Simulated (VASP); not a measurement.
# Mg2Ge (Fm-3m) in VASP: elastic constants with LDA

Aim: the elastic constants of Mg2Ge with LDA.

Program: VASP 6.6.1. These are calculated values, not measurements. Logs are shortened: lines on timing, memory, paths and dates and some standing lists are left out, and cuts for length are marked.

## Step 1: The cell of the first run

The structure is cubic, space group Fm-3m (No. 225). The conventional cell has a = 6.251 Å, b = 6.251 Å, c = 6.251 Å, α = 90.00°, β = 90.00°, γ = 90.00°. Mg (site symmetry -43m) has 4 Ge at 2.71 Å and 6 Mg at 3.13 Å within 3.6 Å. Ge (site symmetry m-3m) has 8 Mg at 2.71 Å within 3.6 Å.

## Step 2: Elastic constants, LDA

Contents of INCAR:

```
SYSTEM = Mg2Ge
PREC = Accurate ; ENCUT = 600
EDIFF = 1E-8 ; ISMEAR = -1
SIGMA = 0.1 ; LREAL = .FALSE.
LASPH = .TRUE. ; NELM = 120
ALGO = Normal ; ISIF = 3
LWAVE = .FALSE. ; LCHARG = .FALSE.
GGA = CA ; NBANDS = 16
IBRION = 6 ; NFREE = 2
POTIM = 0.015 ; NSW = 1
GGA_COMPAT = .FALSE.
```

Contents of KPOINTS:

```
regular mesh
0
G
  12 12 12
  0 0 0
```

Contents of POSCAR:

```
Mg2Ge
1.0
    0.0000000000      3.1252648972      3.1252648972
    3.1252648972      0.0000000000      3.1252648972
    3.1252648972      3.1252648972      0.0000000000
Mg Ge
2 1
Direct
    0.2500000000      0.2500000000      0.2500000000
    0.7500000000      0.7500000000      0.7500000000
    0.0000000000      0.0000000000      0.0000000000
```

Potentials or basis: VASP PAW LDA potentials, release 64 (Mg, Ge_d).

Launch:

```console
$ cat potpaw_LDA.64/Mg/POTCAR potpaw_LDA.64/Ge_d/POTCAR > POTCAR
$ mpirun -np 1 vasp_std > vasp.out
```

OUTCAR:

```text
SYSTEM = Mg2Ge
   PREC = Accurate
   ENCUT = 600
   EDIFF = 1E-8
   ISMEAR = -1
   LREAL = .FALSE.
   LASPH = .TRUE.
   NELM = 120
   ISIF = 3
   GGA = CA
   IBRION = 6
   NFREE = 2
   POTIM = 0.015
   NSW = 1

 ion  position               nearest neighbor table
   1  0.250  0.250  0.250-   3 2.71   3 2.71   3 2.71   3 2.71   2 3.13   2 3.13   2 3.13   2 3.13
                             2 3.13   2 3.13
   2  0.750  0.750  0.750-   3 2.71   3 2.71   3 2.71   3 2.71   1 3.13   1 3.13   1 3.13   1 3.13
                             1 3.13   1 3.13
   3  0.000  0.000  0.000-   2 2.71   2 2.71   2 2.71   1 2.71   1 2.71   1 2.71   2 2.71   1 2.71

  LATTYP: Found a face centered cubic cell.
 ALAT       =     6.2505297944

  Lattice vectors:

 A1 = (   0.0000000000,   3.1252648972,   3.1252648972)
 A2 = (   3.1252648972,   0.0000000000,   3.1252648972)
 A3 = (   3.1252648972,   3.1252648972,   0.0000000000)

Analysis of symmetry for initial positions (statically):
=====================================================================
 Subroutine PRICEL returns:
 Original cell was already a primitive cell.

 Routine SETGRP: Setting up the symmetry group for a
 face centered cubic supercell.

 Subroutine GETGRP returns: Found 48 space group operations
 (whereof 48 operations were pure point group operations)
 out of a pool of 48 trial point group operations.

The static configuration has the point symmetry O_h .

Analysis of symmetry for dynamics (positions and initial velocities):
=====================================================================
 Subroutine PRICEL returns:
 Original cell was already a primitive cell.

 Routine SETGRP: Setting up the symmetry group for a
 face centered cubic supercell.

 Subroutine GETGRP returns: Found 48 space group operations
 (whereof 48 operations were pure point group operations)
 out of a pool of 48 trial point group operations.

The dynamic configuration has the point symmetry O_h .

 Subroutine INISYM returns: Found 48 space group operations
 (whereof 48 operations are pure point group operations),
 and found     1 'primitive' translations

----------------------------------------------------------------------------------------

                                     Primitive cell

  volume of cell :      61.0507

  direct lattice vectors                    reciprocal lattice vectors
     0.000000000  3.125264897  3.125264897    -0.159986438  0.159986438  0.159986438
     3.125264897  0.000000000  3.125264897     0.159986438 -0.159986438  0.159986438
     3.125264897  3.125264897  0.000000000     0.159986438  0.159986438 -0.159986438

  length of vectors
     4.419792004  4.419792004  4.419792004     0.277104640  0.277104640  0.277104640

  position of ions in fractional coordinates (direct lattice)
     0.250000000  0.250000000  0.250000000
     0.750000000  0.750000000  0.750000000
     0.000000000  0.000000000  0.000000000

  ion indices of the primitive-cell ions
   primitive index   ion index
                 1           1
                 2           2
                 3           3

----------------------------------------------------------------------------------------

 KPOINTS: regular mesh

Automatic generation of k-mesh.
 Grid dimensions read from file:
 generate k-points for:   12   12   12

 Generating k-lattice:

  Cartesian coordinates                     Fractional coordinates (reciprocal lattice)
    -0.013332203  0.013332203  0.013332203     0.083333333  0.000000000  0.000000000
     0.013332203 -0.013332203  0.013332203     0.000000000  0.083333333  0.000000000
     0.013332203  0.013332203 -0.013332203     0.000000000  0.000000000  0.083333333

  Length of vectors
     0.023092053  0.023092053  0.023092053

  Shift w.r.t. Gamma in fractional coordinates (k-lattice)
     0.000000000  0.000000000  0.000000000

 Subroutine IBZKPT returns following result:
[... 62 lines left out ...]
   EMIN   =  10.00;   EMAX   =-10.00  energy-range for DOS
   EFERMI =   0.00;   METHOD = LEGACY
   ISMEAR =    -1;   SIGMA  =   0.10  broadening in eV -4-tet -1-fermi 0-gaus
   EFERMI_NEDOS =   21; number of points for ismear=-14 and -15
   IALGO  =     38    algorithm
   IMIX   =      4    mixing-type and parameters
     AMIX     =   0.40;   BMIX     =  1.00
     AMIX_MAG =   1.60;   BMIX_MAG =  1.00
  volume/ion in A,a.u.               =      20.35       137.33
  Fermi-wavevector in a.u.,A,eV,Ry     =   1.089604  2.059054 16.153349  1.187238
  Thomas-Fermi vector in A             =   2.225811
   LORBIT       =      0    0 simple, 1 ext, 2 COOP (PROOUT), +10 PAW based schemes
   GGA     = CA    functional components
   LHFCALC =     F    Hartree Fock is set to
   AEXX    =    0.0000 exact exchange contribution
   IVDW    =     0    specifies the selected vdW correction
   LEPSILON=     F    determine dielectric tensor
   LRPA    =     F    only Hartree local field effects (RPA)
 finite differences with symmetry
 non-spin polarized calculation
  energy-cutoff  :      600.00
  volume of cell :       61.05
 maximum number of plane-waves:      2085
   NGX = 17   NGY = 17   NGZ = 17

--------------------------------------- Ionic step        1  -------------------------------------------

 number of electron      17.9999989 magnetization

 Free energy of the ion-electron system (eV)
  ---------------------------------------------------
  ext. energy  EPLUGINS =         0.00000000
  ---------------------------------------------------
  free energy    TOTEN  =        -9.89544791 eV

  energy without entropy =       -9.89032694  energy(sigma->0) =       -9.89288742

------------------------ aborting loop because EDIFF is reached ----------------------------------------

  FORCE on cell =-STRESS in cart. coord.  units (eV):
  Direction    XX          YY          ZZ          XY          YZ          ZX
  --------------------------------------------------------------------------------------
  -------------------------------------------------------------------------------------
  Total        0.2345114      0.2345114      0.2345114     -0.0000000      0.0000000     -0.0000000
  in kB        6.1543754      6.1543754      6.1543754     -0.0000000      0.0000000     -0.0000000
  external PRESSURE =       6.1543754 kB  Pullay stress =       0.0000000 kB
[... 92 lines left out ...]
  FREE ENERGIE OF THE ION-ELECTRON SYSTEM (eV)
  ---------------------------------------------------
  free  energy   TOTEN  =        -9.8865003614 eV

  energy  without entropy=       -9.8812482598  energy(sigma->0) =       -9.88387431

[... ionic steps 4 to 14 ...]

--------------------------------------- Ionic step       15  -------------------------------------------

 number of electron      17.9999989 magnetization

------------------------ aborting loop because EDIFF is reached ----------------------------------------
[... 69 lines left out ...]
--------------------------------------- Ionic step       17  -------------------------------------------

 number of electron      17.9999995 magnetization

 Free energy of the ion-electron system (eV)
  ---------------------------------------------------
  ext. energy  EPLUGINS =         0.00000000
  ---------------------------------------------------
  free energy    TOTEN  =        -9.89482677 eV

  energy without entropy =       -9.88970596  energy(sigma->0) =       -9.89226636

 E-fermi :   3.8396     XC(G=0):  -9.5647

 val. band max:        3.8016713332   @ k =   0.0000   0.5000   0.5000
 cond. band min:       3.9953003857   @ k =   0.4167   0.4167   0.0000
 fundamental gap:      0.1936290525
 Fermi energy:         3.8395613810

 k-point     1 :       0.0000    0.0000    0.0000
  band No.  band energies     occupation
      1     -20.0825      2.00000
      2     -20.0825      2.00000
      3     -20.0825      2.00000
      4     -20.0608      2.00000
      5     -20.0608      2.00000
      6      -6.3341      2.00000
[... 433 lines left out ...]
      3     -20.0808      2.00000
      4     -20.0607      2.00000
      5     -20.0604      2.00000
      6      -4.8742      2.00000
[... 8 lines left out ...]
     15      10.6765      0.00000
     16      11.5867      0.00000

 [... further k-points ...]

------------------------ aborting loop because EDIFF is reached ----------------------------------------

  FORCE on cell =-STRESS in cart. coord.  units (eV):
  Direction    XX          YY          ZZ          XY          YZ          ZX
  --------------------------------------------------------------------------------------
  -------------------------------------------------------------------------------------
  Total        0.2367955      0.2381605      0.2381605      0.0000000     -0.0000000      0.0000000
  in kB        6.2143200      6.2501412      6.2501412      0.0000000     -0.0000000      0.0000000
  external PRESSURE =       6.2382008 kB  Pullay stress =       0.0000000 kB
[... 18 lines left out ...]
  FREE ENERGIE OF THE ION-ELECTRON SYSTEM (eV)
  ---------------------------------------------------
  free  energy   TOTEN  =        -9.8948267665 eV

  energy  without entropy=       -9.8897059605  energy(sigma->0) =       -9.89226636

 INTERNAL STRAIN TENSORS FROM STRAINED CELLS
 ============================================

 INTERNAL STRAIN TENSOR FOR ION    1 for displacements in x,y,z  (eV/Angst):
          X           Y           Z          XY          YZ          ZX
  --------------------------------------------------------------------------------
  x     0.00000    -0.00000     0.00000     0.00000    -2.12151     0.00000
  y     0.00000    -0.00000     0.00000    -0.00000     0.00000    -2.12181
  z     0.00000    -0.00000    -0.00000    -2.12165    -0.00000    -0.00000

 INTERNAL STRAIN TENSORS FROM DISPLACED ATOMS
 ============================================

 INTERNAL STRAIN TENSOR FOR ION    1 for displacements in x,y,z  (eV/Angst):
          X           Y           Z          XY          YZ          ZX
  --------------------------------------------------------------------------------
  x     0.00000    -0.00000    -0.00000     0.00000    -2.12189     0.00000
  y     0.00000     0.00000     0.00000     0.00000     0.00000    -2.12189
  z     0.00000     0.00000     0.00000    -2.12189     0.00000     0.00000

 INTERNAL STRAIN TENSOR FOR ION    3 for displacements in x,y,z  (eV/Angst):
          X           Y           Z          XY          YZ          ZX
  --------------------------------------------------------------------------------
  x     0.00000     0.00000     0.00000     0.00000     0.00000     0.00000
  y     0.00000     0.00000     0.00000     0.00000     0.00000     0.00000
  z     0.00000     0.00000     0.00000     0.00000     0.00000     0.00000

 Eigenvectors and eigenvalues of the dynamical matrix
 ----------------------------------------------------

   1 f  =    7.942651 THz    49.905146 2PiTHz  264.938306 cm-1    32.848149 meV
             X         Y         Z           dx          dy          dz
      1.562632  1.562632  1.562632     0.458988   -0.537894   -0.000000
      4.687897  4.687897  4.687897    -0.458988    0.537894    0.000000
      0.000000  0.000000  0.000000     0.000000   -0.000000    0.000000
[... 43 lines left out ...]
   9 f/i=    0.013262 THz     0.083326 2PiTHz    0.442367 cm-1     0.054846 meV
             X         Y         Z           dx          dy          dz
      1.562632  1.562632  1.562632    -0.142336    0.320085   -0.277203
      4.687897  4.687897  4.687897    -0.142336    0.320085   -0.277203
      0.000000  0.000000  0.000000    -0.246990    0.555432   -0.481020

--------------------------------------------------------------------------------------------------------

 ELASTIC MODULI CONTR FROM IONIC RELAXATION (kBar)
 Direction    XX          YY          ZZ          XY          YZ          ZX
 --------------------------------------------------------------------------------
 XX          -0.0000     -0.0000     -0.0000      0.0000     -0.0000      0.0000
 YY          -0.0000     -0.0000     -0.0000      0.0000     -0.0000      0.0000
 ZZ          -0.0000     -0.0000     -0.0000      0.0000     -0.0000      0.0000
 XY           0.0000      0.0000      0.0000    -37.6679      0.0000     -0.0000
 YZ          -0.0000     -0.0000     -0.0000      0.0000    -37.6679      0.0000
 ZX           0.0000      0.0000      0.0000     -0.0000      0.0000    -37.6679
 --------------------------------------------------------------------------------

 TOTAL ELASTIC MODULI (kBar)
 Direction    XX          YY          ZZ          XY          YZ          ZX
 --------------------------------------------------------------------------------
 XX        1227.8190    271.1161    271.1161     -0.0000      0.0000      0.0000
 YY         271.1161   1227.8190    271.1161      0.0000      0.0000     -0.0000
 ZZ         271.1161    271.1161   1227.8190      0.0000      0.0000     -0.0000
 XY          -0.0000      0.0000      0.0000    471.4368      0.0000     -0.0000
 YZ           0.0000      0.0000      0.0000      0.0000    471.4368      0.0000
 ZX           0.0000     -0.0000     -0.0000     -0.0000      0.0000    471.4368
 --------------------------------------------------------------------------------
```

It took 26 min on 1 thread of Intel Xeon 6975P-C (Granite Rapids), shared host; peak memory 0.95 GiB.

What came out:

| Property | Result |
| --- | --- |
| Elastic constants C11, C12, C44 | 123, 27, 47 GPa |
| Voigt bulk modulus | 59 GPa |
| Highest phonon frequency at Γ | 265 cm⁻¹ |

Phonon frequencies in cm⁻¹ (negative: imaginary):
| q point | frequencies |
| --- | --- |
| (0.000, 0.000, 0.000) | 0 0 0 229 229 229 265 265 265 |

Elastic tensor in Voigt notation (GPa, in the Cartesian axes of the cell as first typed):
```
123  27  27   0   0   0
 27 123  27   0   0   0
 27  27 123   0   0   0
  0   0   0  47   0   0
  0   0   0   0  47   0
  0   0   0   0   0  47
```

Clamped-ion elastic tensor (GPa):
```
123  27  27   0   0   0
 27 123  27   0   0   0
 27  27 123   0   0   0
  0   0   0  51   0   0
  0   0   0   0  51   0
  0   0   0   0   0  51
```
